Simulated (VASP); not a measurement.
# MgO (Fm-3m) in VASP: further runs, part 2 of 2

VASP 6.6.1.

### Step 4. Single point, LDA

INCAR reads:

```
ALGO     = Normal         # electronic algorithm
EDIFF    = 1E-6           # SCF threshold, eV
ENCUT    = 600            # plane-wave cutoff, eV
GGA      = CA             # functional
GGA_COMPAT= False        
ISIF     = 2              # what is computed and relaxed
ISMEAR   = 0              # smearing method
LASPH    = True           # aspherical terms in the spheres
LCHARG   = False          # write CHGCAR
LREAL    = False          # projectors in reciprocal space
LWAVE    = False          # write WAVECAR
NBANDS   = 11             # bands
NELM     = 120            # most SCF steps
PREC     = Accurate       # precision mode
SIGMA    = 0.01           # smearing width, eV
```

KPOINTS reads:

```
k-points
0
Gamma
  10 10 10
```

POSCAR reads:

```
MgO
1.0
    0.0000000000      2.1021674168      2.1021674168
    2.1021674168      0.0000000000      2.1021674168
    2.1021674168      2.1021674168      0.0000000000
Mg O
1 1
Direct
    0.0000000000      0.0000000000      0.0000000000
    0.5000000000      0.5000000000      0.5000000000
```

Potentials or basis: VASP PAW LDA potentials, release 64 (Mg, O).

Run with:

```bash
cat potpaw_LDA.64/Mg/POTCAR potpaw_LDA.64/O/POTCAR > POTCAR
mpirun -np 1 vasp_std > vasp.out
```

OUTCAR:

```text
EDIFF = 1E-6
   ENCUT = 600
   GGA = CA
   ISIF = 2
   ISMEAR = 0
   LASPH = True
   LREAL = False
   NELM = 120
   PREC = Accurate

 ion  position               nearest neighbor table
   1  0.000  0.000  0.000-   2 2.10   2 2.10   2 2.10   2 2.10   2 2.10   2 2.10
   2  0.500  0.500  0.500-   1 2.10   1 2.10   1 2.10   1 2.10   1 2.10   1 2.10

  LATTYP: Found a face centered cubic cell.
 ALAT       =     4.2043348336

  Lattice vectors:

 A1 = (   0.0000000000,   2.1021674168,   2.1021674168)
 A2 = (   2.1021674168,   0.0000000000,   2.1021674168)
[... 514 lines left out ...]
      8      20.8520      0.00000
      9      21.0636      0.00000
     10      27.5602      0.00000
     11      29.7224      0.00000

 [... further k-points ...]
[... 5 lines left out ...]
  --------------------------------------------------------------------------------------
  -------------------------------------------------------------------------------------
  Total       -0.8299611     -0.8299611     -0.8299611     -0.0000000      0.0000000     -0.0000000
  in kB      -71.5708912    -71.5708912    -71.5708912     -0.0000000      0.0000000     -0.0000000
  external PRESSURE =     -71.5708912 kB  Pullay stress =       0.0000000 kB

 VOLUME and BASIS-vectors are now :
 -----------------------------------------------------------------------------
  energy-cutoff  :      600.00
  volume of cell :       18.58
      direct lattice vectors                 reciprocal lattice vectors
     0.000000000  2.102167417  2.102167417    -0.237849753  0.237849753  0.237849753
     2.102167417  0.000000000  2.102167417     0.237849753 -0.237849753  0.237849753
     2.102167417  2.102167417  0.000000000     0.237849753  0.237849753 -0.237849753

 POSITION                                       TOTAL-FORCE (eV/Angst)
 -----------------------------------------------------------------------------------
      0.00000      0.00000      0.00000         0.000000     -0.000000      0.000000
      2.10217      2.10217      2.10217        -0.000000      0.000000     -0.000000
 -----------------------------------------------------------------------------------
    total drift:                               -0.000000     -0.000000      0.000000

  FREE ENERGIE OF THE ION-ELECTRON SYSTEM (eV)
  ---------------------------------------------------
  free  energy   TOTEN  =       -13.4325948055 eV

  energy  without entropy=      -13.4325948055  energy(sigma->0) =      -13.43259481
```

OSZICAR:

```text
N       E                     dE             d eps       ncg     rms          rms(c)
DAV:   1     0.159422215297E+02    0.15942E+02   -0.50798E+03  1130   0.736E+02
DAV:   2    -0.142546621702E+02   -0.30197E+02   -0.29598E+02  1212   0.142E+02
DAV:   3    -0.150009082872E+02   -0.74625E+00   -0.74534E+00  1255   0.195E+01
DAV:   4    -0.150027910845E+02   -0.18828E-02   -0.18828E-02  1115   0.108E+00
DAV:   5    -0.150027963544E+02   -0.52698E-05   -0.52698E-05  1217   0.551E-02    0.704E+00
DAV:   6    -0.134964110810E+02    0.15064E+01   -0.87298E+00  1073   0.161E+01    0.225E+00
DAV:   7    -0.134572762140E+02    0.39135E-01   -0.69034E-02  1115   0.230E+00    0.130E+00
DAV:   8    -0.134331692607E+02    0.24107E-01   -0.32859E-02  1085   0.184E+00    0.243E-01
DAV:   9    -0.134327656174E+02    0.40364E-03   -0.46576E-04  1202   0.160E-01    0.145E-01
DAV:  10    -0.134325952813E+02    0.17034E-03   -0.46011E-04  1100   0.177E-01    0.583E-03
DAV:  11    -0.134325948055E+02    0.47577E-06   -0.43332E-06  1169   0.120E-02
   1 F= -.13432595E+02 E0= -.13432595E+02  d E =-.289335E-72
```

stdout:

```text
POSCAR found type information on POSCAR MgO
 POSCAR found :  2 types and       2 ions
 scaLAPACK will be used
 LDA part: xc-table for (Slater(with rela. corr.)+CA(PZ))
 , standard interpolation
 POSCAR, INCAR and KPOINTS ok, starting setup
 FFT: planning ... GRIDC
 FFT: planning ... GRID_SOFT
 FFT: planning ... GRID
 WAVECAR not read
 entering main loop
```

Wall time 5.8 s (1 thread of Intel Xeon Platinum 8488C (Sapphire Rapids), shared host); peak memory 0.13 GiB.

Results:

```yaml
Free_energy: -13.4326 eV
Pressure: -7.2 GPa
Band_gap_on_the_k_mesh: 4.71 eV, direct
```

### Step 5. Single point, PBE

INCAR reads:

```
ALGO = Normal
EDIFF = 1E-6
ENCUT = 600
GGA = PE
GGA_COMPAT = F
ISIF = 2
ISMEAR = 0
LASPH = T
LCHARG = F
LREAL = F
LWAVE = F
NBANDS = 11
NELM = 120
PREC = Accurate
SIGMA = 0.01
```

KPOINTS reads:

```
k-points
0
Gamma
  12 12 12
```

POSCAR is that of step 4.

Potentials or basis: VASP PAW PBE potentials, release 64 (Mg, O).

Run with:

```bash
cat potpaw_PBE.64/Mg/POTCAR potpaw_PBE.64/O/POTCAR > POTCAR
mpirun -np 1 vasp_std > vasp.out
```

It took 10 s on 1 thread of Intel Xeon Platinum 8488C (Sapphire Rapids), shared host; peak memory 0.15 GiB.

Results (log left out):

```yaml
Free_energy: -11.9060 eV
Pressure: 4.6 GPa
Band_gap_on_the_k_mesh: 4.78 eV, direct
```

Levels at points of the mesh, in eV from the valence-band top:
| k point | band 1 | band 2 | band 3 | band 4 | band 5 | band 6 | band 7 | band 8 | band 9 |
| --- | --- | --- | --- | --- | --- | --- | --- | --- | --- |
| (0.00, 0.00, 0.00) | -17.29 | 0.00 | 0.00 | 0.00 | 4.78 | 15.83 | 15.83 | 15.83 | 19.76 |
| (0.50, 0.00, 0.00) | -15.99 | -4.64 | -0.66 | -0.66 | 7.93 | 12.67 | 16.37 | 16.37 | 20.98 |
| (0.50, 0.50, 0.00) | -15.73 | -4.11 | -1.36 | -1.36 | 9.13 | 10.03 | 13.16 | 19.06 | 19.06 |

A k mesh can miss the band edges.

### Step 6. Single point, r2SCAN

POSCAR is that of step 5.

INCAR.step1 reads:

```
SYSTEM = MgO
PREC = Accurate
ENCUT = 660
ISMEAR = 0
SIGMA = 0.01
LREAL = .False.
LASPH = .True.
NELM = 120
NBANDS = 11
GGA = PE
ALGO = Normal
EDIFF = 1E-5
LWAVE = .True.
LCHARG = .False.
GGA_COMPAT = .False.
```

INCAR.step2 reads:

```
SYSTEM = MgO
PREC = Accurate
ENCUT = 660
EDIFF = 1E-6
ISMEAR = 0
SIGMA = 0.01
LREAL = .False.
LASPH = .True.
NELM = 120
ALGO = Normal
ISIF = 2
LWAVE = .False.
LCHARG = .False.
METAGGA = R2SCAN
LMIXTAU = .True.
NBANDS = 11
ISTART = 1
GGA_COMPAT = .False.
```

KPOINTS reads:

```
Automatic mesh
0
Gamma
  10 10 10
  0 0 0
```

Potentials or basis: VASP PAW PBE potentials, release 64 (Mg, O).

Run with:

```bash
cat potpaw_PBE.64/Mg/POTCAR potpaw_PBE.64/O/POTCAR > POTCAR
cp INCAR.step1 INCAR
mpirun -np 1 vasp_std > vasp.out
cp INCAR.step2 INCAR
mpirun -np 1 vasp_std > vasp.out
```

It took 55 s on 1 thread of Intel Xeon Platinum 8488C (Sapphire Rapids), shared host; peak memory 0.17 GiB.

Results (log left out):

| Item | Value |
| --- | --- |
| Free energy | -16.1675 eV |
| Pressure | -1.4 GPa |
| Band gap on the k mesh | 5.66 eV, direct |

Levels at points of the mesh, in eV from the valence-band top:
| k point | band 2 | band 3 | band 4 | band 5 | band 6 | band 7 |
| --- | --- | --- | --- | --- | --- | --- |
| (0.00, 0.00, 0.00) | 0.00 | 0.00 | 0.00 | 5.66 | 16.87 | 16.87 |
| (0.50, 0.00, 0.00) | -4.63 | -0.68 | -0.68 | 8.84 | 13.87 | 17.49 |
| (0.50, 0.50, 0.00) | -4.12 | -1.38 | -1.38 | 10.05 | 11.13 | 14.35 |

Caveat: the PAW data sets were made with another functional, which shifts forces and pressure a little.

### Step 7. The runs side by side

| level | potentials or basis | k mesh | cutoff (eV) | gap on the mesh (eV) | pressure (GPa) |
| --- | --- | --- | --- | --- | --- |
| LDA | VASP PAW LDA potentials, release 64 (Mg, O) | 8 × 8 × 8 | 600 | 4.71 | -7.2 |
| PBE | VASP PAW PBE potentials, release 64 (Mg, O) | 10 × 10 × 10 | 600 | 4.78 | 4.6 |
| LDA | VASP PAW LDA potentials, release 64 (Mg, O) | 10 × 10 × 10 | 600 | 4.71 | -7.2 |
| PBE | VASP PAW PBE potentials, release 64 (Mg, O) | 12 × 12 × 12 | 600 | 4.78 | 4.6 |
| r2SCAN | VASP PAW PBE potentials, release 64 (Mg, O) | 10 × 10 × 10 | 660 | 5.66 | -1.4 |

Alike in all rows: task single point; no spin polarisation; cell as given; smearing gaussian 0.01 eV.

Caveats: the PAW data sets were made with another functional, which shifts forces and pressure a little (some runs).

Total energies depend on the potentials used, so only differences within one code and one set of settings carry meaning.
